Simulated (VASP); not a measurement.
Wanted: the native input for a VASP 6.6.1 run.

```
Task                   : single point
Functional             : PBE
Potentials or basis    : VASP PAW PBE potentials, release 64 (Ga_d, N)
Cutoff                 : 600 eV
k mesh                 : 6 × 6 × 6
Occupations            : gaussian, width 0.1 eV
Spin                   : no spin polarisation
Dipole correction      : no
Further INCAR settings : ALGO = Normal; EDIFF = 1e-06; NBANDS = 16
```

The structure of GaN lies in POSCAR:

```
GaN
1.0
    0.0000000000      2.5243460270      2.5243460270
    2.5243460270      0.0000000000      2.5243460270
    2.5243460270      2.5243460270      0.0000000000
Ga N
1 1
Direct
    0.0000000000      0.0000000000      0.0000000000
    0.2500000000      0.2500000000      0.2500000000
```

These files were run (other wordings do the same):

INCAR

```
SYSTEM = GaN
ALGO = Normal ; EDIFF = 1E-6
ENCUT = 600 ; GGA = PE
GGA_COMPAT = .False. ; ISIF = 2
ISMEAR = 0 ; LASPH = .True.
LCHARG = .True. ; LELF = .True.
LREAL = .False. ; LVHAR = .True.
LWAVE = .False. ; NBANDS = 16
NELM = 120 ; PREC = Accurate
SIGMA = 0.1
```

KPOINTS

```
k-points
0
Gamma
  6 6 6
  0 0 0
```

Potentials or basis: VASP PAW PBE potentials, release 64 (Ga_d, N).

The run is started by

```console
$ cat potpaw_PBE.64/Ga_d/POTCAR potpaw_PBE.64/N/POTCAR > POTCAR
$ mpirun -np 1 vasp_std > vasp.out
```

It gave:

```
Pressure               : -26.0 GPa
Band gap on the k mesh : zero (filled and empty bands touch)
```

It took 16 s on 1 thread of Intel(R) Xeon(R) Platinum 8375C CPU @ 2.90GHz (Ice Lake), with other jobs on the host, peak memory 0.17 GiB.
